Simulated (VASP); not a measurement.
# Ta (P6/mmm) in VASP: further runs

The runs below take Ta through single point, relaxation of cell and atoms, with BLYP.

All numbers are computed with VASP 6.6.1; they aren't measurements. Logs are shortened: lines on timing, memory, paths and dates and some standing lists are left out, and cuts for length are marked.

## Step 1: The cell of the first run

Symmetry: P6/mmm, No. 191, hexagonal system. The conventional cell has a = 4.986 Å, b = 4.986 Å, c = 2.790 Å, α = 90.00°, β = 90.00°, γ = 120.00°. Ta (site symmetry 6/mmm) has 14 Ta at 2.79 to 3.20 Å within 3.7 Å. Within 3.7 Å of Ta (site symmetry -6m2) lie 11 Ta at 2.79 to 3.20 Å.

This isn't the form of Ta at room conditions, which is bcc.

## Step 2: Single point, BLYP (20.03 Å³/atom)

File INCAR:

```
SYSTEM = Ta
PREC = Accurate ; ENCUT = 520
EDIFF = 1E-6 ; ISMEAR = -1
SIGMA = 0.1 ; LREAL = .FALSE.
LASPH = .TRUE. ; NELM = 80
ALGO = Normal ; ISIF = 2
LWAVE = .FALSE. ; LCHARG = .FALSE.
GGA = B5 ; ALDAX = 1.0
AGGAX = 1.0 ; AGGAC = 1.0
ALDAC = 0.0 ; NBANDS = 24
```

File KPOINTS:

```
regular mesh
0
G
  8 8 13
  0 0 0
```

File POSCAR:

```
Ta
1.0
    4.9863005253      0.0000000000      0.0000000000
   -2.4931502626      4.3182629258      0.0000000000
    0.0000000000      0.0000000000      2.7903563246
Ta
3
Direct
    1.0000000000      1.0000000000      0.0000000000
    0.3333333333      0.6666666667      0.5000000000
    0.6666666667      0.3333333333      0.5000000000
```

Potentials or basis: VASP PAW PBE potentials, release 64 (Ta_pv).

The run is started by

```sh
$ cat potpaw_PBE.64/Ta_pv/POTCAR > POTCAR
$ mpirun -np 1 vasp_std > vasp.out
```

OUTCAR:

```text
SYSTEM = Ta
   PREC = Accurate
   ENCUT = 520
   EDIFF = 1E-6
   ISMEAR = -1
   LREAL = .FALSE.
   LASPH = .TRUE.
   NELM = 80
   ISIF = 2
   GGA = B5

 ion  position               nearest neighbor table
   1  0.000  0.000  0.000-   2 3.20   3 3.20   2 3.20   3 3.20   2 3.20   2 3.20   3 3.20   3 3.20
                             3 3.20   3 3.20   2 3.20   2 3.20
   2  0.333  0.667  0.500-   3 2.88   3 2.88   3 2.88   1 3.20   1 3.20   1 3.20   1 3.20   1 3.20
                             1 3.20
   3  0.667  0.333  0.500-   2 2.88   2 2.88   2 2.88   1 3.20   1 3.20   1 3.20   1 3.20   1 3.20
                             1 3.20

  LATTYP: Found a hexagonal cell.
 ALAT       =     4.9863005253
 C/A-ratio  =     0.5596045225

  Lattice vectors:

 A1 = (   4.9863005253,   0.0000000000,   0.0000000000)
 A2 = (  -2.4931502626,   4.3182629258,   0.0000000000)
 A3 = (   0.0000000000,   0.0000000000,   2.7903563246)

Analysis of symmetry for initial positions (statically):
=====================================================================
 Subroutine PRICEL returns:
 Original cell was already a primitive cell.

 Routine SETGRP: Setting up the symmetry group for a
 hexagonal supercell.

 Subroutine GETGRP returns: Found 24 space group operations
 (whereof 24 operations were pure point group operations)
 out of a pool of 24 trial point group operations.

The static configuration has the point symmetry D_6h.

Analysis of symmetry for dynamics (positions and initial velocities):
=====================================================================
 Subroutine PRICEL returns:
 Original cell was already a primitive cell.

 Routine SETGRP: Setting up the symmetry group for a
 hexagonal supercell.

 Subroutine GETGRP returns: Found 24 space group operations
 (whereof 24 operations were pure point group operations)
 out of a pool of 24 trial point group operations.

The dynamic configuration has the point symmetry D_6h.

 Subroutine INISYM returns: Found 24 space group operations
 (whereof 24 operations are pure point group operations),
 and found     1 'primitive' translations

----------------------------------------------------------------------------------------

                                     Primitive cell

  volume of cell :      60.0824

  direct lattice vectors                    reciprocal lattice vectors
     4.986300525  0.000000000  0.000000000     0.200549485  0.115787299  0.000000000
    -2.493150263  4.318262926  0.000000000     0.000000000  0.231574598  0.000000000
     0.000000000  0.000000000  2.790356325     0.000000000  0.000000000  0.358377169

  length of vectors
     4.986300525  4.986300525  2.790356325     0.231574598  0.231574598  0.358377169

  position of ions in fractional coordinates (direct lattice)
     0.000000000  0.000000000  0.000000000
     0.333333333  0.666666667  0.500000000
     0.666666667  0.333333333  0.500000000

  ion indices of the primitive-cell ions
   primitive index   ion index
                 1           1
                 2           2
                 3           3

----------------------------------------------------------------------------------------

 KPOINTS: regular mesh

Automatic generation of k-mesh.
 Grid dimensions read from file:
 generate k-points for:    8    8   13

 Generating k-lattice:

  Cartesian coordinates                     Fractional coordinates (reciprocal lattice)
     0.025068686  0.014473412  0.000000000     0.125000000 -0.000000000  0.000000000
     0.000000000  0.028946825  0.000000000     0.000000000  0.125000000  0.000000000
     0.000000000  0.000000000  0.027567475     0.000000000  0.000000000  0.076923077

  Length of vectors
     0.028946825  0.028946825  0.027567475

  Shift w.r.t. Gamma in fractional coordinates (k-lattice)
     0.000000000  0.000000000  0.000000000

 Subroutine IBZKPT returns following result:
 ===========================================

 Found     70 irreducible k-points:

 Following reciprocal coordinates:
            Coordinates               Weight
  0.000000  0.000000  0.000000      1.000000
  0.125000  0.000000  0.000000      6.000000
  0.250000  0.000000  0.000000      6.000000
  0.375000  0.000000  0.000000      6.000000
  0.500000  0.000000  0.000000      3.000000
  0.125000  0.125000  0.000000      6.000000
[... 16 lines left out ...]
  0.250000  0.000000  0.153846     12.000000
  0.375000  0.000000  0.153846     12.000000
 [... further k-points ...]
   k-points           NKPTS =     70   k-points in BZ     NKDIM =     70   number of bands    NBANDS=     24
   number of dos      NEDOS =    301   number of ions     NIONS =      3
   total plane-waves  NPLWV =  38400
   dimension x,y,z NGX =    40 NGY =   40 NGZ =   24
   dimension x,y,z NGXF=    80 NGYF=   80 NGZF=   48
   ions per type =               3
   NGX,Y,Z   is equivalent  to a cutoff of  13.34, 13.34, 14.30 a.u.
   NGXF,Y,Z  is equivalent  to a cutoff of  26.67, 26.67, 28.60 a.u.
 SYSTEM =  Ta
   PREC   = accura    normal or accurate (medium, high low for compatibility)
   ISTART =      0    job   : 0-new  1-cont  2-samecut
   ICHARG =      2    charge: 1-file 2-atom 10-const
   ISPIN  =      1    spin polarized calculation?
   LNONCOLLINEAR =      F non collinear calculations
   LSORBIT =      F    spin-orbit coupling
   LASPH  =      T    aspherical Exc in radial PAW
   ENCUT  =  520.0 eV  38.22 Ry    6.18 a.u.   9.27  9.27  5.19*2*pi/ulx,y,z
   NELM   =     80;   NELMIN=  2; NELMDL= -5     # of ELM steps
   EDIFF  = 0.1E-05   stopping-criterion for ELM
   LREAL  =      F    real-space projection
   EDIFFG = 0.1E-04   stopping-criterion for IOM
   NSW    =      0    number of steps for IOM
   IBRION =     -1    ionic relax: 0-MD 1-quasi-New 2-CG
   NFREE  =      0    steps in history (QN), initial steepest desc. (CG)
   ISIF   =      2    stress and relaxation
   ISYM   =      2    0-nonsym 1-usesym 2-fastsym
   POTIM  = 0.5000    time-step for ionic-motion
   TEBEG  =    0.0;   TEEND  =   0.0 temperature during run
   PSTRESS=    0.0 pullay stress
   NELECT =      33.0000    total number of electrons
   NUPDOWN=      -1.0000    fix difference up-down
   EMIN   =  10.00;   EMAX   =-10.00  energy-range for DOS
   EFERMI =   0.00;   METHOD = LEGACY
   ISMEAR =    -1;   SIGMA  =   0.10  broadening in eV -4-tet -1-fermi 0-gaus
   EFERMI_NEDOS =   21; number of points for ismear=-14 and -15
   IALGO  =     38    algorithm
   IMIX   =      4    mixing-type and parameters
     AMIX     =   0.40;   BMIX     =  1.00
     AMIX_MAG =   1.60;   BMIX_MAG =  1.00
  volume/ion in A,a.u.               =      20.03       135.15
  Fermi-wavevector in a.u.,A,eV,Ry     =   1.340696  2.533549 24.456017  1.797467
  Thomas-Fermi vector in A             =   2.468989
   LORBIT       =      0    0 simple, 1 ext, 2 COOP (PROOUT), +10 PAW based schemes
   GGA     = B5    functional components
   LHFCALC =     F    Hartree Fock is set to
   AEXX    =    0.0000 exact exchange contribution
   IVDW    =     0    specifies the selected vdW correction
   LEPSILON=     F    determine dielectric tensor
   LRPA    =     F    only Hartree local field effects (RPA)
 non-spin polarized calculation
  energy-cutoff  :      520.00
  volume of cell :       60.08
 maximum number of plane-waves:      1631
 NGX is ok and might be reduce to    40
   NGX = 19   NGY = 19   NGZ = 11

 number of electron      33.0000003 magnetization

 Free energy of the ion-electron system (eV)
  ---------------------------------------------------
  ext. energy  EPLUGINS =         0.00000000
  ---------------------------------------------------
  free energy    TOTEN  =       -30.31165134 eV

  energy without entropy =      -30.20514942  energy(sigma->0) =      -30.25840038

 E-fermi :   5.4853     XC(G=0): -11.4606

 val. band max:        5.4700322305   @ k =   0.2500   0.1250   0.1538
 cond. band min:       5.5476261336   @ k =   0.1250   0.1250   0.4615
 fundamental gap:      0.0775939031
 Fermi energy:         5.4853067850

 k-point     1 :       0.0000    0.0000    0.0000
  band No.  band energies     occupation
      1     -28.8004      2.00000
      2     -28.8004      2.00000
      3     -28.6914      2.00000
      4     -28.6914      2.00000
      5     -28.1860      2.00000
      6     -28.1859      2.00000
[... 16 lines left out ...]
     23       8.5127      0.00000
     24      11.2622      0.00000

 k-point     2 :       0.1250    0.0000    0.0000
  band No.  band energies     occupation
      1     -28.8509      2.00000
      2     -28.8303      2.00000
      3     -28.6341      2.00000
      4     -28.6248      2.00000
      5     -28.2244      2.00000
      6     -28.1919      2.00000
[... 16 lines left out ...]
     23       9.0539      0.00000
     24      10.9430      0.00000

 k-point     3 :       0.2500    0.0000    0.0000
  band No.  band energies     occupation
      1     -28.9175      2.00000
      2     -28.8337      2.00000
      3     -28.5485      2.00000
      4     -28.5278      2.00000
      5     -28.3225      2.00000
      6     -28.2090      2.00000
[... 16 lines left out ...]
     23       9.6904      0.00000
     24      10.2034      0.00000

 k-point     4 :       0.3750    0.0000    0.0000
  band No.  band energies     occupation
      1     -28.9631      2.00000
      2     -28.7754      2.00000
      3     -28.5314      2.00000
      4     -28.4780      2.00000
      5     -28.3812      2.00000
      6     -28.2320      2.00000
[... 16 lines left out ...]
     23      10.0281      0.00000
     24      10.2257      0.00000

 k-point     5 :       0.5000    0.0000    0.0000
  band No.  band energies     occupation
      1     -28.9790      2.00000
      2     -28.6778      2.00000
      3     -28.6450      2.00000
      4     -28.4484      2.00000
      5     -28.3668      2.00000
      6     -28.2448      2.00000
[... 451 lines left out ...]
 k-point    22 :       0.1250    0.0000    0.1538
  band No.  band energies     occupation
      1     -28.8150      2.00000
      2     -28.7954      2.00000
      3     -28.6037      2.00000
      4     -28.5976      2.00000
      5     -28.2772      2.00000
      6     -28.2329      2.00000
[... 16 lines left out ...]
     23       8.7951      0.00000
     24      10.1904      0.00000

 k-point    23 :       0.2500    0.0000    0.1538
  band No.  band energies     occupation
      1     -28.8744      2.00000
      2     -28.7971      2.00000
      3     -28.5301      2.00000
      4     -28.5192      2.00000
      5     -28.3250      2.00000
      6     -28.2529      2.00000
[... 16 lines left out ...]
     23       9.3166      0.00000
     24       9.4526      0.00000

 k-point    24 :       0.3750    0.0000    0.1538
  band No.  band energies     occupation
      1     -28.9160      2.00000
      2     -28.7462      2.00000
      3     -28.5319      2.00000
      4     -28.4707      2.00000
      5     -28.3688      2.00000
      6     -28.2251      2.00000
[... 16 lines left out ...]
     23       9.4820      0.00000
     24       9.5583      0.00000

 [... further k-points ...]

------------------------ aborting loop because EDIFF is reached ----------------------------------------

  FORCE on cell =-STRESS in cart. coord.  units (eV):
  Direction    XX          YY          ZZ          XY          YZ          ZX
  --------------------------------------------------------------------------------------
  -------------------------------------------------------------------------------------
  Total       -1.9585716     -1.9585716     -2.3770290     -0.0000000      0.0000000     -0.0000000
  in kB      -52.2279326    -52.2279326    -63.3866601     -0.0000000      0.0000000     -0.0000000
  external PRESSURE =     -55.9475084 kB  Pullay stress =       0.0000000 kB

 VOLUME and BASIS-vectors are now :
 -----------------------------------------------------------------------------
  energy-cutoff  :      520.00
  volume of cell :       60.08
      direct lattice vectors                 reciprocal lattice vectors
     4.986300525  0.000000000  0.000000000     0.200549485  0.115787299  0.000000000
    -2.493150263  4.318262926  0.000000000     0.000000000  0.231574598  0.000000000
     0.000000000  0.000000000  2.790356325     0.000000000  0.000000000  0.358377169

 POSITION                                       TOTAL-FORCE (eV/Angst)
 -----------------------------------------------------------------------------------
      0.00000      0.00000      0.00000        -0.000000      0.000000      0.000000
     -0.00000      2.87884      1.39518         0.000000     -0.000000      0.000000
      2.49315      1.43942      1.39518        -0.000000      0.000000     -0.000000
 -----------------------------------------------------------------------------------
    total drift:                                0.000000     -0.000000      0.000000

  FREE ENERGIE OF THE ION-ELECTRON SYSTEM (eV)
  ---------------------------------------------------
  free  energy   TOTEN  =       -30.3116513442 eV

  energy  without entropy=      -30.2051494194  energy(sigma->0) =      -30.25840038
```

Run time: 2.5 min. Hardware: 1 thread of Intel Xeon 8259CL, shared host; peak memory 0.23 GiB.

What came out:

```yaml
Free_energy: -30.3117 eV
Pressure: -5.6 GPa
Band_gap_on_the_k_mesh: zero (an odd number of electrons rules out a gap without spin polarisation)
```

Caveat: the cell stands under tension; the PAW data sets were made with another functional, which shifts forces and pressure a little; spin-orbit coupling is left out, which moves the levels of the heavy elements.

## Step 3: Single point, BLYP (21.57 Å³/atom)

This run uses another cell than the first one, of 21.57 Å³/atom.

File INCAR:

```
AGGAC = 1.0 ; AGGAX = 1.0
ALDAC = 0.0 ; ALDAX = 1.0
ALGO = Normal ; EDIFF = 1E-7
ENCUT = 520 ; GGA = B5
ISIF = 2 ; ISMEAR = -1
LASPH = T ; LCHARG = F
LREAL = F ; LWAVE = F
NBANDS = 24 ; NELM = 60
PREC = Accurate ; SIGMA = 0.1
```

File KPOINTS:

```
k-points
0
Gamma
  8 8 13
```

File POSCAR:

```
Ta
1.0
    5.1110093772      0.0000000000      0.0000000000
   -2.5555046886      4.4262639597      0.0000000000
    0.0000000000      0.0000000000      2.8601439622
Ta
3
Direct
    1.0000000000      1.0000000000      0.0000000000
    0.3333333333      0.6666666667      0.5000000000
    0.6666666667      0.3333333333      0.5000000000
```

Potentials or basis: VASP PAW PBE potentials, release 64 (Ta_pv).

The run is started by

```sh
$ cat potpaw_PBE.64/Ta_pv/POTCAR > POTCAR
$ mpirun -np 1 vasp_std > vasp.out
```

It took 2.8 min on 1 thread of Intel Xeon 8259CL, shared host; peak memory 0.24 GiB.

Results (log left out):

| Item | Value |
| --- | --- |
| Free energy | -30.0063 eV |
| Pressure | -15.0 GPa |
| Band gap on the k mesh | zero (an odd number of electrons rules out a gap without spin polarisation) |

Stress tensor (GPa, compression positive):
```
-14.31   0.00   0.00
  0.00 -14.31   0.00
  0.00   0.00 -16.48
```

Levels at points of the mesh, in eV from the Fermi level:
| k point | band 15 | band 16 | band 17 | band 18 | band 19 | band 20 |
| --- | --- | --- | --- | --- | --- | --- |
| (0.00, 0.00, 0.00) | -1.22 | -1.22 | -0.67 | 0.82 | 0.82 | 2.77 |
| (0.50, 0.00, 0.00) | -1.21 | -0.73 | -0.63 | 0.58 | 1.84 | 2.85 |

Caveat: the cell stands under tension; the PAW data sets were made with another functional, which shifts forces and pressure a little; spin-orbit coupling is left out, which moves the levels of the heavy elements.

## Step 4: Relaxation of cell and atoms, BLYP

This run uses another cell than the first one, of 18.06 Å³/atom.

File INCAR:

```
SYSTEM = Ta
PREC = Accurate ; ENCUT = 600
EDIFF = 1E-6 ; ISMEAR = -1
SIGMA = 0.1 ; LREAL = .False.
LASPH = .True. ; NELM = 100
ALGO = Normal ; ISIF = 3
LWAVE = .False. ; LCHARG = .False.
GGA = B5 ; ALDAX = 1.0
AGGAX = 1.0 ; AGGAC = 1.0
ALDAC = 0.0 ; IBRION = 2
NSW = 80 ; EDIFFG = -0.01
```

File KPOINTS:

```
regular mesh
0
Gamma
  8 8 11
  0 0 0
```

File POSCAR:

```
Ta
1.0
    4.6735112553      0.0000000000      0.0000000000
   -2.3367556276      4.0473794720      0.0000000000
    0.0000000000      0.0000000000      2.8648623995
Ta
3
Direct
    0.0000000000      0.0000000000      0.0000000000
    0.3333333333      0.6666666667      0.5000000000
    0.6666666667      0.3333333333      0.5000000000
```

The run is started by

```sh
$ cat potpaw_PBE.64/Ta_pv/POTCAR > POTCAR
$ mpirun -np 1 vasp_std > vasp.out
```

Wall time 16 min (1 thread of Intel Xeon 8259CL, shared host); peak memory 0.25 GiB.

It converged, with:

| Item | Value |
| --- | --- |
| Free energy | -30.3343 eV |
| Relaxed volume | 19.36 Å³/atom |
| Relaxed cell | a = 4.930 Å, b = 4.930 Å, c = 2.759 Å, α = 90.00°, β = 90.00°, γ = 120.00° |
| Space group after relaxing (to 0.1 Å) | P6/mmm (No. 191) |
| Energy gained by relaxing | 141.0 meV/atom |
| Ionic steps | 10 |
| Pressure after relaxing | 0.0 GPa |
| Band gap on the k mesh | zero (an odd number of electrons rules out a gap without spin polarisation) |

Step by step:
```
step  energy change (eV)  largest force (eV/Å)  pressure (GPa)  volume (Å³)
   1              0.0000                0.0000           13.69        54.19
   2              0.1505                0.0000          -17.56        66.85
   3             -0.3603                0.0000           -4.57        59.64
   4             -0.3609                0.0000           -4.04        59.43
   5             -0.3662                0.0000            3.24        57.25
   6             -0.4226                0.0000           -0.66        58.30
   7             -0.4226                0.0000           -0.59        58.28
   8             -0.4225                0.0000            0.66        57.83
   9             -0.4231                0.0000            0.03        58.06
  10             -0.4231                0.0000           -0.02        58.08
```

Final structure:
```xyz
3
Lattice="4.9301 0.0000 0.0000 -2.4651 4.2696 0.0000 0.0000 0.0000 2.7590" Properties=species:S:1:pos:R:3 pbc="T T T"
Ta    4.9301    0.0000    0.0000
Ta    0.0000    2.8464    1.3795
Ta    2.4651    1.4232    1.3795
```

Levels at points of the mesh, in eV from the Fermi level:
| k point | band 14 | band 15 | band 16 | band 17 | band 18 | band 19 | band 20 |
| --- | --- | --- | --- | --- | --- | --- | --- |
| (0.00, 0.00, 0.00) | -1.33 | -1.32 | -1.32 | -0.75 | 0.89 | 0.89 | 3.10 |
| (0.50, 0.00, 0.00) | -1.68 | -1.44 | -0.89 | -0.70 | 0.87 | 2.03 | 3.29 |

Caveat: the PAW data sets were made with another functional, which shifts forces and pressure a little; spin-orbit coupling is left out, which moves the levels of the heavy elements.

## Step 5: The runs side by side

| task | cell | k mesh | cutoff (eV) | gap on the mesh (eV) | pressure (GPa) |
| --- | --- | --- | --- | --- | --- |
| single point | a = 4.986, b = 4.986, c = 2.790 Å, angles 90.0, 90.0, 120.0°, 3 atoms | 8 × 8 × 13 | 520 | none | -5.6 |
| single point | a = 5.111, b = 5.111, c = 2.860 Å, angles 90.0, 90.0, 120.0°, 3 atoms | 8 × 8 × 13 | 520 | none | -15.0 |
| relaxation of cell and atoms | relaxed from a = 4.674, b = 4.674, c = 2.865 Å, angles 90.0, 90.0, 120.0°, 3 atoms | 8 × 8 × 11 | 600 | none | 0.0 |

Alike in all rows: level BLYP; potentials or basis VASP PAW PBE potentials, release 64 (Ta_pv); no spin polarisation; smearing fermi-dirac 0.1 eV.

Caveats: the PAW data sets were made with another functional, which shifts forces and pressure a little; spin-orbit coupling is left out, which moves the levels of the heavy elements; the cell stands under tension (at least some runs).

Total energies depend on the potentials used, so only differences within one code and one set of settings carry meaning.

The gap in the log of VASP goes by the Fermi energy; the results here count the filled bands.